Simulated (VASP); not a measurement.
# ZnPd3 (Pm-3m) in VASP: relaxation of cell and atoms with LDA

Aim: the relaxation of cell and atoms of ZnPd3 with LDA.

Everything below comes from runs of VASP 6.6.1. Logs are shortened: lines on timing, memory, paths and dates and some standing lists are left out, and cuts for length are marked.

## (1) The cell of the first run

Symmetry: Pm-3m, No. 221, cubic system. The conventional cell has a = 3.807 Å, b = 3.807 Å, c = 3.807 Å, α = 90.00°, β = 90.00°, γ = 90.00°. Within 3.5 Å of Zn (site symmetry m-3m) lie 12 Pd at 2.69 Å. Pd (site symmetry 4/mmm) has 4 Zn at 2.69 Å and 8 Pd at 2.69 Å within 3.5 Å.

## (2) Relaxation of cell and atoms, LDA

File INCAR:

```
ALGO = Fast ; EDIFF = 1E-6
EDIFFG = -0.005 ; ENCUT = 600
IBRION = 2 ; ISIF = 3
ISMEAR = 0 ; LASPH = T
LCHARG = F ; LREAL = F
LWAVE = F ; NELM = 80
NSW = 100 ; PREC = Accurate
SIGMA = 0.1
```

File KPOINTS:

```
k-points
0
Gamma
  12 12 12
```

File POSCAR:

```
ZnPd3
1.0
    3.8067383477      0.0000000000      0.0000000000
    0.0000000000      3.8067383477      0.0000000000
    0.0000000000      0.0000000000      3.8067383477
Zn Pd
1 3
Direct
    0.0000000000      0.0000000000      0.0000000000
    0.0000000000      0.5000000000      0.5000000000
    0.5000000000      0.0000000000      0.5000000000
    0.5000000000      0.5000000000      0.0000000000
```

Potentials or basis: VASP PAW LDA potentials, release 64 (Zn, Pd).

On the command line:

```
cat potpaw_LDA.64/Zn/POTCAR potpaw_LDA.64/Pd/POTCAR > POTCAR
mpirun -np 1 vasp_std > vasp.out
```

OUTCAR:

```text
EDIFF = 1E-6
   EDIFFG = -0.005
   ENCUT = 600
   IBRION = 2
   ISIF = 3
   ISMEAR = 0
   LASPH = T
   LREAL = F
   NELM = 80
   NSW = 100
   PREC = Accurate

 ion  position               nearest neighbor table
   1  0.000  0.000  0.000-   2 2.69   3 2.69   4 2.69   2 2.69   3 2.69   2 2.69   4 2.69   2 2.69
                             3 2.69   4 2.69   3 2.69   4 2.69
   2  0.000  0.500  0.500-   1 2.69   3 2.69   4 2.69   1 2.69   4 2.69   1 2.69   3 2.69   1 2.69
                             3 2.69   4 2.69   4 2.69   3 2.69
   3  0.500  0.000  0.500-   1 2.69   2 2.69   4 2.69   1 2.69   4 2.69   2 2.69   4 2.69   4 2.69
                             1 2.69   2 2.69   1 2.69   2 2.69
   4  0.500  0.500  0.000-   1 2.69   2 2.69   3 2.69   2 2.69   3 2.69   1 2.69   3 2.69   3 2.69
                             1 2.69   2 2.69   2 2.69   1 2.69

  LATTYP: Found a simple cubic cell.
 ALAT       =     3.8067383477

  Lattice vectors:

 A1 = (   3.8067383477,   0.0000000000,   0.0000000000)
 A2 = (   0.0000000000,   3.8067383477,   0.0000000000)
 A3 = (   0.0000000000,   0.0000000000,   3.8067383477)

Analysis of symmetry for initial positions (statically):
=====================================================================
 Subroutine PRICEL returns:
 Original cell was already a primitive cell.

 Routine SETGRP: Setting up the symmetry group for a
 simple cubic supercell.

 Subroutine GETGRP returns: Found 48 space group operations
 (whereof 48 operations were pure point group operations)
 out of a pool of 48 trial point group operations.

The static configuration has the point symmetry O_h .

Analysis of symmetry for dynamics (positions and initial velocities):
=====================================================================
 Subroutine PRICEL returns:
 Original cell was already a primitive cell.

 Routine SETGRP: Setting up the symmetry group for a
 simple cubic supercell.

 Subroutine GETGRP returns: Found 48 space group operations
 (whereof 48 operations were pure point group operations)
 out of a pool of 48 trial point group operations.

The dynamic configuration has the point symmetry O_h .

 Subroutine INISYM returns: Found 48 space group operations
 (whereof 48 operations are pure point group operations),
 and found     1 'primitive' translations

----------------------------------------------------------------------------------------

                                     Primitive cell

  volume of cell :      55.1644

  direct lattice vectors                    reciprocal lattice vectors
     3.806738348  0.000000000  0.000000000     0.262692076  0.000000000  0.000000000
     0.000000000  3.806738348  0.000000000     0.000000000  0.262692076  0.000000000
     0.000000000  0.000000000  3.806738348     0.000000000  0.000000000  0.262692076

  length of vectors
     3.806738348  3.806738348  3.806738348     0.262692076  0.262692076  0.262692076

  position of ions in fractional coordinates (direct lattice)
     0.000000000  0.000000000  0.000000000
     0.000000000  0.500000000  0.500000000
     0.500000000  0.000000000  0.500000000
     0.500000000  0.500000000  0.000000000

  ion indices of the primitive-cell ions
   primitive index   ion index
                 1           1
                 2           2
                 3           3
                 4           4

----------------------------------------------------------------------------------------

 KPOINTS: k-points

Automatic generation of k-mesh.
 Grid dimensions read from file:
 generate k-points for:   12   12   12

 Generating k-lattice:

  Cartesian coordinates                     Fractional coordinates (reciprocal lattice)
     0.021891006  0.000000000  0.000000000     0.083333333  0.000000000  0.000000000
     0.000000000  0.021891006  0.000000000     0.000000000  0.083333333  0.000000000
     0.000000000  0.000000000  0.021891006     0.000000000  0.000000000  0.083333333

  Length of vectors
     0.021891006  0.021891006  0.021891006

  Shift w.r.t. Gamma in fractional coordinates (k-lattice)
     0.000000000  0.000000000  0.000000000

 Subroutine IBZKPT returns following result:
 ===========================================

 Found     84 irreducible k-points:

 Following reciprocal coordinates:
            Coordinates               Weight
  0.000000  0.000000  0.000000      1.000000
  0.083333  0.000000  0.000000      6.000000
  0.166667  0.000000  0.000000      6.000000
  0.250000  0.000000  0.000000      6.000000
  0.333333  0.000000  0.000000      6.000000
  0.416667  0.000000  0.000000      6.000000
[... 16 lines left out ...]
  0.333333  0.333333  0.000000     12.000000
  0.416667  0.333333  0.000000     24.000000
 [... further k-points ...]
   k-points           NKPTS =     84   k-points in BZ     NKDIM =     84   number of bands    NBANDS=     25
   number of dos      NEDOS =    301   number of ions     NIONS =      4
   total plane-waves  NPLWV =  27000
   dimension x,y,z NGX =    30 NGY =   30 NGZ =   30
   dimension x,y,z NGXF=    60 NGYF=   60 NGZF=   60
   ions per type =               1   3
   NGX,Y,Z   is equivalent  to a cutoff of  13.10, 13.10, 13.10 a.u.
   NGXF,Y,Z  is equivalent  to a cutoff of  26.20, 26.20, 26.20 a.u.
 SYSTEM =  unknown system
   PREC   = accura    normal or accurate (medium, high low for compatibility)
   ISTART =      0    job   : 0-new  1-cont  2-samecut
   ICHARG =      2    charge: 1-file 2-atom 10-const
   ISPIN  =      1    spin polarized calculation?
   LNONCOLLINEAR =      F non collinear calculations
   LSORBIT =      F    spin-orbit coupling
   LASPH  =      T    aspherical Exc in radial PAW
   ENCUT  =  600.0 eV  44.10 Ry    6.64 a.u.   7.60  7.60  7.60*2*pi/ulx,y,z
   NELM   =     80;   NELMIN=  2; NELMDL= -5     # of ELM steps
   EDIFF  = 0.1E-05   stopping-criterion for ELM
   LREAL  =      F    real-space projection
   EDIFFG = -.5E-02   stopping-criterion for IOM
   NSW    =    100    number of steps for IOM
   IBRION =      2    ionic relax: 0-MD 1-quasi-New 2-CG
   NFREE  =      1    steps in history (QN), initial steepest desc. (CG)
   ISIF   =      3    stress and relaxation
   ISYM   =      2    0-nonsym 1-usesym 2-fastsym
   POTIM  = 0.5000    time-step for ionic-motion
   TEBEG  =    0.0;   TEEND  =   0.0 temperature during run
   PSTRESS=    0.0 pullay stress
   NELECT =      42.0000    total number of electrons
   NUPDOWN=      -1.0000    fix difference up-down
   EMIN   =  10.00;   EMAX   =-10.00  energy-range for DOS
   EFERMI =   0.00;   METHOD = LEGACY
   ISMEAR =     0;   SIGMA  =   0.10  broadening in eV -4-tet -1-fermi 0-gaus
   EFERMI_NEDOS =   21; number of points for ismear=-14 and -15
   IALGO  =     68    algorithm
   IMIX   =      4    mixing-type and parameters
     AMIX     =   0.40;   BMIX     =  1.00
     AMIX_MAG =   1.60;   BMIX_MAG =  1.00
  volume/ion in A,a.u.               =      13.79        93.07
  Fermi-wavevector in a.u.,A,eV,Ry     =   1.494875  2.824904 30.404279  2.234651
  Thomas-Fermi vector in A             =   2.607092
   LORBIT       =      0    0 simple, 1 ext, 2 COOP (PROOUT), +10 PAW based schemes
   GGA     = CA    functional components
   LHFCALC =     F    Hartree Fock is set to
   AEXX    =    0.0000 exact exchange contribution
   IVDW    =     0    specifies the selected vdW correction
   LEPSILON=     F    determine dielectric tensor
   LRPA    =     F    only Hartree local field effects (RPA)
 conjugate gradient relaxation of ions
 non-spin polarized calculation
 RMM-DIIS sequential band-by-band and
 Gauss-broadening in eV      SIGMA  =   0.10
  energy-cutoff  :      600.00
  volume of cell :       55.16
 maximum number of plane-waves:      1860
   NGX = 15   NGY = 15   NGZ = 15

--------------------------------------- Ionic step        1  -------------------------------------------

 number of electron      41.9999992 magnetization

 Free energy of the ion-electron system (eV)
  ---------------------------------------------------
  ext. energy  EPLUGINS =         0.00000000
  ---------------------------------------------------
  free energy    TOTEN  =       -22.60412349 eV

  energy without entropy =      -22.58137653  energy(sigma->0) =      -22.59275001

------------------------ aborting loop because EDIFF is reached ----------------------------------------

  FORCE on cell =-STRESS in cart. coord.  units (eV):
  Direction    XX          YY          ZZ          XY          YZ          ZX
  --------------------------------------------------------------------------------------
  -------------------------------------------------------------------------------------
  Total        0.1899163      0.1899163      0.1899163      0.0000000      0.0000000     -0.0000000
  in kB        5.5158660      5.5158660      5.5158660      0.0000000      0.0000000     -0.0000000
  external PRESSURE =       5.5158660 kB  Pullay stress =       0.0000000 kB
[... 61 lines left out ...]
  energy  without entropy=      -22.5809177122  energy(sigma->0) =      -22.59237569

--------------------------------------- Ionic step        3  -------------------------------------------

 number of electron      41.9999990 magnetization

 Free energy of the ion-electron system (eV)
  ---------------------------------------------------
  ext. energy  EPLUGINS =         0.00000000
  ---------------------------------------------------
  free energy    TOTEN  =       -22.60440619 eV

  energy without entropy =      -22.58159159  energy(sigma->0) =      -22.59299889

 E-fermi :   8.7429     XC(G=0): -13.5341

 val. band max:        8.7388406031   @ k =   0.3333   0.1667   0.1667
 cond. band min:       8.7441718148   @ k =   0.5000   0.4167   0.1667
 fundamental gap:      0.0053312117
 Fermi energy:         8.7428729719

 k-point     1 :       0.0000    0.0000    0.0000
  band No.  band energies     occupation
      1       0.1435      2.00000
      2       1.4590      2.00000
      3       1.4590      2.00000
      4       1.6357      2.00000
      5       1.6357      2.00000
      6       1.6357      2.00000
[... 661 lines left out ...]
     24      12.5593      0.00000
     25      16.8842      0.00000

 [... further k-points ...]

------------------------ aborting loop because EDIFF is reached ----------------------------------------

  FORCE on cell =-STRESS in cart. coord.  units (eV):
  Direction    XX          YY          ZZ          XY          YZ          ZX
  --------------------------------------------------------------------------------------
  -------------------------------------------------------------------------------------
  Total       -0.0010427     -0.0010427     -0.0010427      0.0000000      0.0000000     -0.0000000
  in kB       -0.0301989     -0.0301989     -0.0301989      0.0000000      0.0000000     -0.0000000
  external PRESSURE =      -0.0301989 kB  Pullay stress =       0.0000000 kB
[... 19 lines left out ...]
  FREE ENERGIE OF THE ION-ELECTRON SYSTEM (eV)
  ---------------------------------------------------
  free  energy   TOTEN  =       -22.6044061938 eV

  energy  without entropy=      -22.5815915873  energy(sigma->0) =      -22.59299889

 reached required accuracy - stopping structural energy minimisation
```

Wall time 94 s (1 thread of Intel Xeon 6975P-C (Granite Rapids), shared host); peak memory 0.25 GiB.

Results:

- Free energy: -22.6044 eV
- Relaxed volume: 13.83 Å³/atom
- Relaxed cell: a = 3.810 Å, b = 3.810 Å, c = 3.810 Å, α = 90.00°, β = 90.00°, γ = 90.00°
- Space group after relaxing (to 0.1 Å): Pm-3m (No. 221)
- Energy gained by relaxing: 0.1 meV/atom
- Ionic steps: 3
- Pressure after relaxing: 0.0 GPa
- Band gap on the k mesh: zero (bands 21 and 22 overlap by 0.86 eV)

The path:
```tsv
step	energy change (eV)	largest force (eV/Å)	pressure (GPa)	volume (Å³)
1	0.0000	0.0000	0.55	55.16
2	0.0003	0.0000	-0.81	55.54
3	-0.0003	0.0000	0.00	55.32
```

Final structure:
```xyz
4
Lattice="3.8103 0.0000 0.0000 0.0000 3.8103 0.0000 0.0000 0.0000 3.8103" Properties=species:S:1:pos:R:3 pbc="T T T"
Zn    0.0000    0.0000    0.0000
Pd    0.0000    1.9052    1.9052
Pd    1.9052    0.0000    1.9052
Pd    1.9052    1.9052    0.0000
```
